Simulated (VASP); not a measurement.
# LiF (Fm-3m) in VASP: notebook

Aim: see how the results for LiF move with the level of theory and the settings. Levels: PBE-based global hybrid with 35 % exact exchange, PBE-based global hybrid with 50 % exact exchange, PBE0, HSE06. Tasks: single point.

Program: VASP 6.6.1. These are calculated values, not measurements. Logs are shortened: lines on timing, memory, paths and dates and some standing lists are left out, and cuts for length are marked.

### 1 The cell of the first run

The structure is cubic, space group Fm-3m (No. 225). The conventional cell has a = 4.028 Å, b = 4.028 Å, c = 4.028 Å, α = 90.00°, β = 90.00°, γ = 90.00°. F (site symmetry m-3m) has 6 Li at 2.01 Å within 2.7 Å. Li (site symmetry m-3m) has 6 F at 2.01 Å within 2.7 Å.

### 2 Single point, PBE-based global hybrid with 35 % exact exchange

Input file POSCAR:

```
LiF
1.0
    0.0000000000      2.0140000000      2.0140000000
    2.0140000000      0.0000000000      2.0140000000
    2.0140000000      2.0140000000      0.0000000000
F Li
1 1
Direct
    0.5000000000      0.5000000000      0.5000000000
    0.0000000000      0.0000000000      0.0000000000
```

Input file INCAR.step1:

```
SYSTEM = LiF
ALGO = Normal ; EDIFF = 1E-5
ENCUT = 520 ; GGA = PE
ISIF = 2 ; ISMEAR = -1
LASPH = .True. ; LCHARG = .False.
LREAL = .False. ; LWAVE = .True.
NBANDS = 12 ; NELM = 60
PREC = Accurate ; SIGMA = 0.05
```

Input file INCAR.step2:

```
SYSTEM = LiF
AEXX = 0.35 ; ALGO = Normal
EDIFF = 1E-6 ; ENCUT = 520
GGA = PE ; ISIF = 2
ISMEAR = -1 ; ISTART = 1
LASPH = .True. ; LCHARG = .False.
LHFCALC = .True. ; LREAL = .False.
LWAVE = .False. ; NBANDS = 12
NELM = 60 ; PREC = Accurate
PRECFOCK = Normal ; SIGMA = 0.05
```

Input file KPOINTS:

```
k-points
0
Gamma
  7 7 7
  0 0 0
```

Potentials or basis: VASP PAW PBE potentials, release 64 (F, Li_sv).

Launch:

```bash
> cat potpaw_PBE.64/F/POTCAR potpaw_PBE.64/Li_sv/POTCAR > POTCAR
> cp INCAR.step1 INCAR
> mpirun -np 1 vasp_std > vasp.out
> cp INCAR.step2 INCAR
> mpirun -np 1 vasp_std > vasp.out
```

OUTCAR:

```text
SYSTEM = LiF
   AEXX = 0.35
   EDIFF = 1E-6
   ENCUT = 520
   GGA = PE
   ISIF = 2
   ISMEAR = -1
   ISTART = 1
   LASPH = .True.
   LHFCALC = .True.
   LREAL = .False.
   NELM = 60
   PREC = Accurate
   PRECFOCK = Normal

 ion  position               nearest neighbor table
   1  0.500  0.500  0.500-   2 2.01   2 2.01   2 2.01   2 2.01   2 2.01   2 2.01
   2  0.000  0.000  0.000-   1 2.01   1 2.01   1 2.01   1 2.01   1 2.01   1 2.01

  LATTYP: Found a face centered cubic cell.
 ALAT       =     4.0280000000

  Lattice vectors:

 A1 = (   0.0000000000,   2.0140000000,   2.0140000000)
 A2 = (   2.0140000000,   0.0000000000,   2.0140000000)
 A3 = (   2.0140000000,   2.0140000000,   0.0000000000)

Analysis of symmetry for initial positions (statically):
=====================================================================
 Subroutine PRICEL returns:
 Original cell was already a primitive cell.

 Routine SETGRP: Setting up the symmetry group for a
 face centered cubic supercell.

 Subroutine GETGRP returns: Found 48 space group operations
 (whereof 48 operations were pure point group operations)
 out of a pool of 48 trial point group operations.

The static configuration has the point symmetry O_h .

Analysis of symmetry for dynamics (positions and initial velocities):
=====================================================================
 Subroutine PRICEL returns:
 Original cell was already a primitive cell.

 Routine SETGRP: Setting up the symmetry group for a
 face centered cubic supercell.

 Subroutine GETGRP returns: Found 48 space group operations
 (whereof 48 operations were pure point group operations)
 out of a pool of 48 trial point group operations.

The dynamic configuration has the point symmetry O_h .

 Subroutine INISYM returns: Found 48 space group operations
 (whereof 48 operations are pure point group operations),
 and found     1 'primitive' translations

----------------------------------------------------------------------------------------

                                     Primitive cell

  volume of cell :      16.3384

  direct lattice vectors                    reciprocal lattice vectors
     0.000000000  2.014000000  2.014000000    -0.248262165  0.248262165  0.248262165
     2.014000000  0.000000000  2.014000000     0.248262165 -0.248262165  0.248262165
     2.014000000  2.014000000  0.000000000     0.248262165  0.248262165 -0.248262165

[... 94 lines left out ...]
   EFERMI_NEDOS =   21; number of points for ismear=-14 and -15
   IALGO  =     38    algorithm
   IMIX   =      1    mixing-type and parameters
     AMIX     =   0.40;   BMIX     =  1.00
     AMIX_MAG =   1.60;   BMIX_MAG =  1.00
  volume/ion in A,a.u.               =       8.17        55.13
  Fermi-wavevector in a.u.,A,eV,Ry     =   1.389970  2.626662 26.286674  1.932016
  Thomas-Fermi vector in A             =   2.513950
   LORBIT       =      0    0 simple, 1 ext, 2 COOP (PROOUT), +10 PAW based schemes
   GGA     = PE    functional components
   LHFCALC =     T    Hartree Fock is set to
   PRECFOCK=normal    Normal, Fast or Accurate (Low or Medium for compatibility)
   ENCUT4O =  -1.0   cutoff for four orbital integrals eV
   NKREDX  =     1    reduce k-point grid by
   NKREDY  =     1    reduce k-point grid by
   NKREDZ  =     1    reduce k-point grid by
   AEXX    =    0.3500 exact exchange contribution
   HFSCREEN=    0.0000 screening length (either q_TF or 0.3 A-1)
   HFSCREENC=   0.0000 screening length for correlation (either q_TF or 0.3 A-1)
   ENCUTFOCK=  -1.0 apply spherical cutoff to Coloumb kernel
   IVDW    =     0    specifies the selected vdW correction
   LEPSILON=     F    determine dielectric tensor
   LRPA    =     F    only Hartree local field effects (RPA)
 non-spin polarized calculation
  energy-cutoff  :      520.00
  volume of cell :       16.34
 maximum number of plane-waves:       459
 NGX is ok and might be reduce to    24
  NGX = 16; NGY = 16; NGZ = 16

 number of electron       9.9999992 magnetization

 Free energy of the ion-electron system (eV)
  ---------------------------------------------------
  ext. energy  EPLUGINS =         0.00000000
  ---------------------------------------------------
  free energy    TOTEN  =       -12.84031078 eV

  energy without entropy =      -12.84031078  energy(sigma->0) =      -12.84031078

 E-fermi :  -2.7421     XC(G=0):  -6.9244

 val. band max:       -4.0221108038   @ k =   0.0000   0.0000   0.0000
 cond. band min:       9.3666819501   @ k =   0.0000   0.0000   0.0000
 fundamental gap:     13.3887927539
 Fermi energy:        -2.7421006696

 k-point     1 :       0.0000    0.0000    0.0000
  band No.  band energies     occupation
      1     -47.8119      2.00000
      2     -26.2408      2.00000
      3      -4.0221      2.00000
      4      -4.0221      2.00000
      5      -4.0221      2.00000
      6       9.3667      0.00000
      7      24.7685      0.00000
      8      24.7685      0.00000
      9      24.7685      0.00000
     10      24.9107      0.00000
     11      24.9107      0.00000
     12      24.9107      0.00000
[... 271 lines left out ...]
 k-point    20 :      -0.2857    0.4286    0.1429
  band No.  band energies     occupation
      1     -47.7353      2.00000
      2     -25.5446      2.00000
      3      -6.3799      2.00000
      4      -6.0101      2.00000
      5      -4.8270      2.00000
      6      15.0455      0.00000
      7      15.6055      0.00000
      8      18.7574      0.00000
      9      20.0645      0.00000
     10      26.5678      0.00000
     11      29.9837      0.00000
     12      35.6928      0.00000

------------------------ aborting loop because EDIFF is reached ----------------------------------------

  FORCE on cell =-STRESS in cart. coord.  units (eV):
  Direction    XX          YY          ZZ          XY          YZ          ZX
  --------------------------------------------------------------------------------------
  -------------------------------------------------------------------------------------
  Total       -0.2417131     -0.2417131     -0.2417131      0.0000000      0.0000000      0.0000000
  in kB      -23.7029511    -23.7029511    -23.7029511      0.0000000      0.0000000      0.0000000
  external PRESSURE =     -23.7029511 kB  Pullay stress =       0.0000000 kB

 VOLUME and BASIS-vectors are now :
 -----------------------------------------------------------------------------
  energy-cutoff  :      520.00
  volume of cell :       16.34
      direct lattice vectors                 reciprocal lattice vectors
     0.000000000  2.014000000  2.014000000    -0.248262165  0.248262165  0.248262165
     2.014000000  0.000000000  2.014000000     0.248262165 -0.248262165  0.248262165
     2.014000000  2.014000000  0.000000000     0.248262165  0.248262165 -0.248262165

 POSITION                                       TOTAL-FORCE (eV/Angst)
 -----------------------------------------------------------------------------------
      2.01400      2.01400      2.01400        -0.000000      0.000000     -0.000000
      0.00000      0.00000      0.00000         0.000000     -0.000000      0.000000
 -----------------------------------------------------------------------------------
    total drift:                                0.000000     -0.000000      0.000000

  FREE ENERGIE OF THE ION-ELECTRON SYSTEM (eV)
  ---------------------------------------------------
  free  energy   TOTEN  =       -12.8403107807 eV

  energy  without entropy=      -12.8403107807  energy(sigma->0) =      -12.84031078
```

OUTCAR.step1:

```text
SYSTEM = LiF
   EDIFF = 1E-5
   ENCUT = 520
   GGA = PE
   ISIF = 2
   ISMEAR = -1
   LASPH = .True.
[... 516 lines left out ...]
      2.01400      2.01400      2.01400        -0.000000     -0.000000      0.000000
      0.00000      0.00000      0.00000         0.000000      0.000000      0.000000
 -----------------------------------------------------------------------------------
    total drift:                               -0.000000     -0.000000      0.000000

  FREE ENERGIE OF THE ION-ELECTRON SYSTEM (eV)
  ---------------------------------------------------
  free  energy   TOTEN  =        -9.6375975391 eV

  energy  without entropy=       -9.6375975391  energy(sigma->0) =       -9.63759754
```

Wall time 2.6 min (1 thread of Intel Xeon 6975P-C (Granite Rapids), shared host); peak memory 0.14 GiB.

Results:

```yaml
Free_energy: -12.8403 eV
Band_gap_on_the_k_mesh: 13.39 eV
```

Caveat: the cutoff is under 1.25 times the usual one of these potentials, so pressure, stress and relaxed cells hold a basis-set (Pulay) error; the PAW data sets were made with another functional, which shifts forces and pressure a little.

(Part 1 of 2 ends here.)
